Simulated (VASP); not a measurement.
Here is a VASP 6.6.1 calculation.

File INCAR:

```
SYSTEM = WC
PREC     = Accurate       ! precision mode
ENCUT    = 520            ! plane-wave cutoff, eV
EDIFF    = 1E-7           ! SCF threshold, eV
ISMEAR   = -1             ! smearing method
SIGMA    = 0.05           ! smearing width, eV
LREAL    = .False.        ! projectors in reciprocal space
LASPH    = .True.         ! aspherical terms in the spheres
NELM     = 60             ! most SCF steps
ALGO     = Normal         ! electronic algorithm
ISIF     = 2              ! what is computed and relaxed
LWAVE    = .False.        ! write WAVECAR
LCHARG   = .True.         ! write CHGCAR
GGA      = PS             ! functional
LELF     = .True.         ! ELF
LVHAR    = .True.       
NBANDS   = 16             ! bands
```

KPOINTS

```
Automatic mesh
0
Gamma
  10 10 10
  0 0 0
```

Contents of POSCAR:

```
WC
1.0
    0.0000000000      2.2215384142      2.2215384142
    2.2215384142      0.0000000000      2.2215384142
    2.2215384142      2.2215384142      0.0000000000
W C
1 1
Direct
    0.0000000000      0.0000000000      0.0000000000
    0.5000000000      0.5000000000      0.5000000000
```

Potentials or basis: VASP PAW PBE potentials, release 64 (W_sv, C).

The run is started by

```bash
$ cat potpaw_PBE.64/W_sv/POTCAR potpaw_PBE.64/C/POTCAR > POTCAR
$ mpirun -np 1 vasp_std > vasp.out
```

(1) Predict the band gap on the k mesh.

(2) Estimate the pressure.

## Answers

(1) zero (band 9 reaches 12.63 eV, above the bottom of band 10 at 9.63 eV).

(2) -21.8 GPa.

Caveat: the PAW data sets were made with another functional, which shifts forces and pressure a little; spin-orbit coupling is left out, which moves the levels of the heavy elements.
